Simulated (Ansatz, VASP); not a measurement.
**Zr3S2 in VASP and in Ansatz**

```
CELL_PARAMETERS angstrom
2.89512 1.67150 3.48042
-2.89512 1.67150 3.48042
0.00000 -3.34300 3.48042
ATOMIC_POSITIONS crystal
Zr 0.16208 0.83792 0.50000
Zr 0.50000 0.16208 0.83792
Zr 0.83792 0.50000 0.16208
S 0.33479 0.33479 0.33479
S 0.66521 0.66521 0.66521
```

Alike in both runs: functional PBE; k mesh 12 × 12 × 12; occupations gaussian, width 0.1 eV; no spin polarisation.

Ansatz relaxed the structure, and its values are those at the end. VASP's run is a single point on that final structure, the one shown.

```csv
,VASP,Ansatz
version,VASP 6.6.1,Ansatz 0.2.0
potentials or method,"VASP PAW PBE potentials, release 64 (Zr_sv, S), cutoff 520 eV","scalar-relativistic, plane waves, PAW"
valence electrons in the cell,48,48
```

|  | VASP | Ansatz | Ansatz less VASP |
| --- | --- | --- | --- |
| gap on the k mesh at the Fermi level (eV) | none | none | - |
| pressure (GPa) | 0.0 | 0.0 | -0.02 |

A gap of «none» marks a metal or a gap that the smearing closes.
